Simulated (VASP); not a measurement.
Mg2ZnS3:

```xyz
12
Lattice="5.8500 -3.3750 0.0000 5.8500 3.3750 0.0000 0.0000 0.0000 6.3000" Properties=species:S:1:pos:R:3 pbc="T T T"
Mg    3.8961    1.1273    0.0000
Mg    7.8039    1.1272    0.0000
Mg    7.8039   -1.1273    3.1500
Mg    3.8961   -1.1272    3.1500
Zn    5.8500   -2.2477    0.0000
Zn    5.8500    2.2477    3.1500
S     5.8500    2.3625    5.5440
S     3.9780   -1.1475    5.6070
S     7.7220   -1.1475    5.6070
S     5.8500   -2.3625    2.3940
S     3.9780    1.1475    2.4570
S     7.7220    1.1475    2.4570
```

| Item | Value |
| --- | --- |
| Program | VASP 6.6.1 |
| Task | relaxation of cell and atoms |
| Functional | PBE |
| Potentials or basis | VASP PAW PBE potentials, release 64 (Mg, Zn, S) |
| Cutoff | 600 eV |
| k mesh | 2 × 2 × 2 |
| Occupations | gaussian, width 0.15 eV |
| Spin | no spin polarisation |

At the start: pressure 4.5 GPa; volume 20.73 Å³/atom.

How do energy, volume and symmetry change on relaxing?

Over 5 steps the energy falls by 25.3 meV/atom and the volume is 22.04 Å³/atom (+6.3 %); space group Cmc2_1 (No. 36, to 0.1 Å) before and after.

Step by step:
```tsv
step	energy change (eV)	largest force (eV/Å)	pressure (GPa)	volume (Å³)
1	0.0000	0.6169	4.52	248.77
2	-0.2743	0.1230	-1.16	270.41
3	-0.2912	0.1818	-0.18	265.84
4	-0.3000	0.0986	-0.04	265.21
5	-0.3037	0.0331	0.13	264.45
```

Final structure:
```xyz
12
Lattice="5.9769 -3.4669 0.0000 5.9769 3.4669 0.0000 0.0000 0.0000 6.3811" Properties=species:S:1:pos:R:3 pbc="T T T"
Mg    3.9976    1.1738    0.0088
Mg    7.9562    1.1738    0.0088
Mg    7.9562   -1.1738    3.1994
Mg    3.9976   -1.1738    3.1994
Zn    5.9769   -2.3220    0.0368
Zn    5.9769    2.3220    3.2274
S     5.9769    2.3936    5.5892
S     4.0440   -1.1763    5.6651
S     7.9097   -1.1763    5.6651
S     5.9769   -2.3936    2.3986
S     4.0440    1.1763    2.4745
S     7.9097    1.1763    2.4745
```

Caveat: the k points lie up to 0.52 Å⁻¹ apart in the final cell; the relaxation stopped at a loose force limit of 0.08 eV/Å, so its end isn't a converged minimum.
